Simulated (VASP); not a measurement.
A run of VASP 6.6.1:

Contents of INCAR:

```
SYSTEM = In
ALGO = Normal ; EDIFF = 1E-7
ENCUT = 520 ; GGA = PS
ISIF = 2 ; ISMEAR = -1
LASPH = .True. ; LCHARG = .False.
LREAL = .False. ; LWAVE = .False.
NBANDS = 20 ; NELM = 80
PREC = Accurate ; SIGMA = 0.1
```

KPOINTS

```
k-points
0
Gamma
  9 9 9
  0 0 0
```

POSCAR

```
In
1.0
    0.0000000000      3.2801942926      3.2801942926
    3.2801942926      0.0000000000      3.2801942926
    3.2801942926      3.2801942926      0.0000000000
In
2
Direct
    0.1250000000      0.1250000000      0.1250000000
    0.8750000000      0.8750000000      0.8750000000
```

Potentials or basis: VASP PAW PBE potentials, release 64 (In_d).

The run is started by

```console
$ cat potpaw_PBE.64/In_d/POTCAR > POTCAR
$ mpirun -np 1 vasp_std > vasp.out
```

Hardware: 1 thread of Intel Xeon 8259CL, with other jobs on the host.

**Question.** How long does it take, and how much memory?

**Answer.** Run time: 64 s on 1 thread of Intel Xeon 8259CL, with other jobs on the host, peak memory 0.21 GiB. Counts: scf iterations 11, k points 35.
